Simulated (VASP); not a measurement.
# Ru (Pm-3m) in VASP: settings compared, part 2 of 2

VASP 6.6.1. Earlier steps stand in the parts before.

**3. Single point, PBE**

The input, INCAR:

```
PREC     = Accurate       # precision mode
ENCUT    = 520            # plane-wave cutoff, eV
EDIFF    = 1E-7           # SCF threshold, eV
ISMEAR   = -1             # smearing method
SIGMA    = 0.1            # smearing width, eV
LREAL    = False          # projectors in reciprocal space
LASPH    = True           # aspherical terms in the spheres
NELM     = 80             # most SCF steps
ALGO     = Normal         # electronic algorithm
ISIF     = 2              # what is computed and relaxed
LWAVE    = False          # write WAVECAR
LCHARG   = True           # write CHGCAR
GGA      = PE             # functional
LELF     = True           # ELF
LVHAR    = True         
NBANDS   = 13             # bands
```

The input, KPOINTS:

```
Automatic mesh
0
Gamma
  6 6 6
```

The input, POSCAR:

```
Ru
1.0
    2.5121506501      0.0000000000      0.0000000000
    0.0000000000      2.5121506501      0.0000000000
    0.0000000000      0.0000000000      2.5121506501
Ru
1
Direct
    0.0000000000      0.0000000000      0.0000000000
```

Potentials or basis: VASP PAW PBE potentials, release 64 (Ru_pv).

On the command line:

```sh
$ cat potpaw_PBE.64/Ru_pv/POTCAR > POTCAR
$ mpirun -np 1 vasp_std > vasp.out
```

OUTCAR:

```text
PREC = Accurate
   ENCUT = 520
   EDIFF = 1E-7
   ISMEAR = -1
   LREAL = False
   LASPH = True
   NELM = 80
   ISIF = 2
   GGA = PE

 ion  position               nearest neighbor table
   1  0.000  0.000  0.000-

  LATTYP: Found a simple cubic cell.
 ALAT       =     2.5121506501

  Lattice vectors:

 A1 = (   2.5121506501,   0.0000000000,   0.0000000000)
 A2 = (   0.0000000000,   2.5121506501,   0.0000000000)
 A3 = (   0.0000000000,   0.0000000000,   2.5121506501)

Analysis of symmetry for initial positions (statically):
=====================================================================
 Subroutine PRICEL returns:
 Original cell was already a primitive cell.

 Routine SETGRP: Setting up the symmetry group for a
 simple cubic supercell.

 Subroutine GETGRP returns: Found 48 space group operations
 (whereof 48 operations were pure point group operations)
 out of a pool of 48 trial point group operations.

The static configuration has the point symmetry O_h .

Analysis of symmetry for dynamics (positions and initial velocities):
=====================================================================
 Subroutine PRICEL returns:
 Original cell was already a primitive cell.

 Routine SETGRP: Setting up the symmetry group for a
 simple cubic supercell.

 Subroutine GETGRP returns: Found 48 space group operations
 (whereof 48 operations were pure point group operations)
 out of a pool of 48 trial point group operations.

The dynamic configuration has the point symmetry O_h .

 Subroutine INISYM returns: Found 48 space group operations
 (whereof 48 operations are pure point group operations),
 and found     1 'primitive' translations

[... 108 lines left out ...]
  volume/ion in A,a.u.               =      15.85       106.99
  Fermi-wavevector in a.u.,A,eV,Ry     =   1.570623  2.968046 33.563603  2.466855
  Thomas-Fermi vector in A             =   2.672328
   LORBIT       =      0    0 simple, 1 ext, 2 COOP (PROOUT), +10 PAW based schemes
   GGA     = PE    functional components
   LHFCALC =     F    Hartree Fock is set to
   AEXX    =    0.0000 exact exchange contribution
   IVDW    =     0    specifies the selected vdW correction
   LEPSILON=     F    determine dielectric tensor
   LRPA    =     F    only Hartree local field effects (RPA)
 non-spin polarized calculation
  energy-cutoff  :      520.00
  volume of cell :       15.85
 maximum number of plane-waves:       441
 NGX is ok and might be reduce to    20
   NGX =  9   NGY =  9   NGZ =  9

 number of electron      13.9999998 magnetization

 Free energy of the ion-electron system (eV)
  ---------------------------------------------------
  ext. energy  EPLUGINS =         0.00000000
  ---------------------------------------------------
  free energy    TOTEN  =        -7.98180239 eV

  energy without entropy =       -7.89410730  energy(sigma->0) =       -7.93795484

 E-fermi :  10.5816     XC(G=0): -13.0149

 val. band max:       10.5812621581   @ k =   0.3333   0.1667   0.0000
 cond. band min:      10.5973447313   @ k =   0.1667   0.1667   0.1667
 fundamental gap:      0.0160825732
 Fermi energy:        10.5815631788

 k-point     1 :       0.0000    0.0000    0.0000
  band No.  band energies     occupation
      1     -31.9185      2.00000
      2     -31.9185      2.00000
      3     -31.9185      2.00000
      4       3.3566      2.00000
      5       5.1475      2.00000
      6       5.1475      2.00000
      7      12.0906      0.00000
      8      12.0906      0.00000
      9      12.0906      0.00000
     10      21.4742      0.00000
     11      27.1079      0.00000
     12      27.1079      0.00000
     13      27.1079      0.00000
[... 290 lines left out ...]
  band No.  band energies     occupation
      1     -32.6983      2.00000
      2     -32.6983      2.00000
      3     -32.6983      2.00000
      4       5.7964      2.00000
      5       5.7964      2.00000
      6       5.7964      2.00000
      7      14.1289      0.00000
      8      14.1289      0.00000
      9      19.6717      0.00000
     10      21.4737      0.00000
     11      23.0760      0.00000
     12      23.0760      0.00000
     13      23.0760      0.00000

------------------------ aborting loop because EDIFF is reached ----------------------------------------

  FORCE on cell =-STRESS in cart. coord.  units (eV):
  Direction    XX          YY          ZZ          XY          YZ          ZX
  --------------------------------------------------------------------------------------
  -------------------------------------------------------------------------------------
  Total        0.1560780      0.1560780      0.1560780      0.0000000      0.0000000     -0.0000000
  in kB       15.7730378     15.7730378     15.7730378      0.0000000      0.0000000     -0.0000000
  external PRESSURE =      15.7730378 kB  Pullay stress =       0.0000000 kB

 VOLUME and BASIS-vectors are now :
 -----------------------------------------------------------------------------
  energy-cutoff  :      520.00
  volume of cell :       15.85
      direct lattice vectors                 reciprocal lattice vectors
     2.512150650  0.000000000  0.000000000     0.398065299  0.000000000  0.000000000
     0.000000000  2.512150650  0.000000000     0.000000000  0.398065299  0.000000000
     0.000000000  0.000000000  2.512150650     0.000000000  0.000000000  0.398065299

 POSITION                                       TOTAL-FORCE (eV/Angst)
 -----------------------------------------------------------------------------------
      0.00000      0.00000      0.00000         0.000000      0.000000      0.000000
 -----------------------------------------------------------------------------------
    total drift:                               -0.000000      0.000000     -0.000000

  FREE ENERGIE OF THE ION-ELECTRON SYSTEM (eV)
  ---------------------------------------------------
  free  energy   TOTEN  =        -7.9818023890 eV

  energy  without entropy=       -7.8941072961  energy(sigma->0) =       -7.93795484
```

OSZICAR:

```text
N       E                     dE             d eps       ncg     rms          rms(c)
DAV:   1     0.114425840159E+03    0.11443E+03   -0.85544E+03   520   0.113E+03
DAV:   2    -0.706908436873E+01   -0.12149E+03   -0.11652E+03   560   0.324E+02
DAV:   3    -0.836246604244E+01   -0.12934E+01   -0.12868E+01   600   0.377E+01
DAV:   4    -0.836657169269E+01   -0.41057E-02   -0.41055E-02   570   0.230E+00
DAV:   5    -0.836660138020E+01   -0.29688E-04   -0.29687E-04   590   0.178E-01    0.100E+01
DAV:   6    -0.799951278641E+01    0.36709E+00   -0.65141E-01   530   0.101E+01    0.340E+00
DAV:   7    -0.798328357834E+01    0.16229E-01   -0.29691E-02   540   0.194E+00    0.130E+00
DAV:   8    -0.798211008958E+01    0.11735E-02   -0.53325E-03   535   0.922E-01    0.219E-01
DAV:   9    -0.798180188347E+01    0.30821E-03   -0.39650E-04   555   0.261E-01    0.270E-02
DAV:  10    -0.798180221139E+01   -0.32793E-06   -0.38969E-06   570   0.201E-02    0.212E-03
DAV:  11    -0.798180248853E+01   -0.27713E-06   -0.31331E-07   545   0.711E-03    0.880E-04
DAV:  12    -0.798180238372E+01    0.10481E-06   -0.11338E-08   275   0.138E-03    0.131E-04
DAV:  13    -0.798180238897E+01   -0.52516E-08   -0.34878E-10   270   0.239E-04
   1 F= -.79818024E+01 E0= -.79379548E+01  d E =-.876951E-01
```

It took 4.2 s on 1 thread of AMD EPYC 7R13 (Zen 3), shared host; peak memory 0.09 GiB.

Results:

| Item | Value |
| --- | --- |
| Free energy | -7.9818 eV |
| Pressure | 1.6 GPa |
| Band gap on the k mesh | zero (band 7 reaches 14.13 eV, above the bottom of band 8 at 10.05 eV) |

Levels at points of the mesh, in eV from the Fermi level:
| k point | band 5 | band 6 | band 7 | band 8 | band 9 | band 10 |
| --- | --- | --- | --- | --- | --- | --- |
| (0.00, 0.00, 0.00) | -5.43 | -5.43 | 1.51 | 1.51 | 1.51 | 10.89 |
| (0.50, 0.00, 0.00) | -4.55 | -1.09 | -1.09 | -0.33 | 1.76 | 7.20 |
| (0.50, 0.50, 0.00) | -3.70 | -0.58 | -0.58 | 3.38 | 5.56 | 5.56 |
| (0.50, 0.50, 0.50) | -4.79 | -4.79 | 3.55 | 3.55 | 9.09 | 10.89 |

Caveat: the k points lie up to 0.42 Å⁻¹ apart.

**4. Single point, HSE06**

POSCAR is that of step 3.

The input, INCAR.step1:

```
SYSTEM = Ru
ALGO = Normal ; EDIFF = 1E-5
ENCUT = 520 ; GGA = PE
ISIF = 2 ; ISMEAR = -1
LASPH = .TRUE. ; LCHARG = .FALSE.
LREAL = .FALSE. ; LWAVE = .TRUE.
NBANDS = 13 ; NELM = 60
PREC = Accurate ; SIGMA = 0.1
```

The input, INCAR.step2:

```
SYSTEM = Ru
ALGO = Normal ; EDIFF = 1E-6
ENCUT = 520 ; GGA = PE
HFSCREEN = 0.2079 ; ISIF = 2
ISMEAR = -1 ; ISTART = 1
LASPH = .TRUE. ; LCHARG = .FALSE.
LHFCALC = .TRUE. ; LREAL = .FALSE.
LWAVE = .FALSE. ; NBANDS = 13
NELM = 60 ; PREC = Accurate
PRECFOCK = Normal ; SIGMA = 0.1
```

The input, KPOINTS:

```
k-points
0
G
  6 6 6
  0 0 0
```

Potentials or basis: VASP PAW PBE potentials, release 64 (Ru_pv).

On the command line:

```sh
$ cat potpaw_PBE.64/Ru_pv/POTCAR > POTCAR
$ cp INCAR.step1 INCAR
$ mpirun -np 1 vasp_std > vasp.out
$ cp INCAR.step2 INCAR
$ mpirun -np 1 vasp_std > vasp.out
```

OUTCAR:

```text
SYSTEM = Ru
   EDIFF = 1E-6
   ENCUT = 520
   GGA = PE
   HFSCREEN = 0.2079
   ISIF = 2
   ISMEAR = -1
   ISTART = 1
   LASPH = .TRUE.
   LHFCALC = .TRUE.
   LREAL = .FALSE.
   NELM = 60
   PREC = Accurate
   PRECFOCK = Normal

 ion  position               nearest neighbor table
   1  0.000  0.000  0.000-

  LATTYP: Found a simple cubic cell.
 ALAT       =     2.5121506501

  Lattice vectors:

[... 501 lines left out ...]
     10      24.0016      0.00000
     11      24.0016      0.00000
     12      24.0016      0.00000
     13      25.2950      0.00000

------------------------ aborting loop because EDIFF is reached ----------------------------------------

  FORCE on cell =-STRESS in cart. coord.  units (eV):
  Direction    XX          YY          ZZ          XY          YZ          ZX
  --------------------------------------------------------------------------------------
  -------------------------------------------------------------------------------------
  Total       -0.9100862     -0.9100862     -0.9100862      0.0000000      0.0000000      0.0000000
  in kB      -91.9720904    -91.9720904    -91.9720904      0.0000000      0.0000000      0.0000000
  external PRESSURE =     -91.9720904 kB  Pullay stress =       0.0000000 kB

 VOLUME and BASIS-vectors are now :
 -----------------------------------------------------------------------------
  energy-cutoff  :      520.00
  volume of cell :       15.85
      direct lattice vectors                 reciprocal lattice vectors
     2.512150650  0.000000000  0.000000000     0.398065299  0.000000000  0.000000000
     0.000000000  2.512150650  0.000000000     0.000000000  0.398065299  0.000000000
     0.000000000  0.000000000  2.512150650     0.000000000  0.000000000  0.398065299

 POSITION                                       TOTAL-FORCE (eV/Angst)
 -----------------------------------------------------------------------------------
      0.00000      0.00000      0.00000         0.000000      0.000000      0.000000
 -----------------------------------------------------------------------------------
    total drift:                               -0.000000     -0.000000     -0.000000

  FREE ENERGIE OF THE ION-ELECTRON SYSTEM (eV)
  ---------------------------------------------------
  free  energy   TOTEN  =        -9.3850431406 eV

  energy  without entropy=       -9.3198541350  energy(sigma->0) =       -9.35244864
```

OSZICAR.step1:

```text
N       E                     dE             d eps       ncg     rms          rms(c)
DAV:   1     0.114425840159E+03    0.11443E+03   -0.85544E+03   520   0.113E+03
DAV:   2    -0.706908436873E+01   -0.12149E+03   -0.11652E+03   560   0.324E+02
DAV:   3    -0.836246604244E+01   -0.12934E+01   -0.12868E+01   600   0.377E+01
DAV:   4    -0.836657169269E+01   -0.41057E-02   -0.41055E-02   570   0.230E+00
DAV:   5    -0.836660138020E+01   -0.29688E-04   -0.29687E-04   590   0.178E-01    0.100E+01
DAV:   6    -0.799951278641E+01    0.36709E+00   -0.65141E-01   530   0.101E+01    0.340E+00
DAV:   7    -0.798328357834E+01    0.16229E-01   -0.29691E-02   540   0.194E+00    0.130E+00
DAV:   8    -0.798211008958E+01    0.11735E-02   -0.53325E-03   535   0.922E-01    0.219E-01
DAV:   9    -0.798180188347E+01    0.30821E-03   -0.39650E-04   555   0.261E-01    0.270E-02
DAV:  10    -0.798180219097E+01   -0.30751E-06   -0.36888E-06   320   0.201E-02
   1 F= -.79818022E+01 E0= -.79379539E+01  d E =-.876967E-01
```

Run time: 16 min. Hardware: 1 thread of AMD EPYC 7R13 (Zen 3), shared host; peak memory 0.2 GiB.

Results:

```yaml
Free_energy: -9.3850 eV
Pressure: -9.2 GPa
Band_gap_on_the_k_mesh: zero (band 7 reaches 14.59 eV, above the bottom of band 8 at 9.56 eV)
```

Levels at points of the mesh, in eV from the Fermi level:
```
           k point  band 5  band 6  band 7  band 8  band 9  band 10
(0.00, 0.00, 0.00)   -6.33   -6.33    1.85    1.85    1.85    14.97
(0.50, 0.00, 0.00)   -5.15   -1.47   -1.47   -0.36    2.16     8.20
(0.50, 0.50, 0.00)   -4.29   -0.92   -0.92    4.00    6.22     6.22
(0.50, 0.50, 0.50)   -5.71   -5.71    4.26    4.26    9.82    13.68
```

Caveat: the k points lie up to 0.42 Å⁻¹ apart; the PAW data sets were made with another functional, which shifts forces and pressure a little.

**5. The runs side by side**

| level | spin | cell | k mesh | smearing | grid for exact exchange (PRECFOCK) | screening parameter | gap on the mesh (eV) | pressure (GPa) |
| --- | --- | --- | --- | --- | --- | --- | --- | --- |
| PBE | collinear, ferromagnetic start | a = 2.511 Å, 1 atom | 20 × 20 × 20 | fermi-dirac 0.05 eV | - | - | none | 0.1 |
| PBE | off | a = 2.512 Å, 1 atom | 6 × 6 × 6 | fermi-dirac 0.1 eV | - | - | none | 1.6 |
| HSE06 | off | a = 2.512 Å, 1 atom | 6 × 6 × 6 | fermi-dirac 0.1 eV | Normal | 0.2079 1/Å | none | -9.2 |

Alike in all rows: task single point; potentials or basis VASP PAW PBE potentials, release 64 (Ru_pv); cutoff (eV) 520.

Caveats: some runs use coarse meshes; the PAW data sets were made with another functional, which shifts forces and pressure a little (some runs).

Total energies depend on the potentials used, so only differences within one code and one set of settings carry meaning.
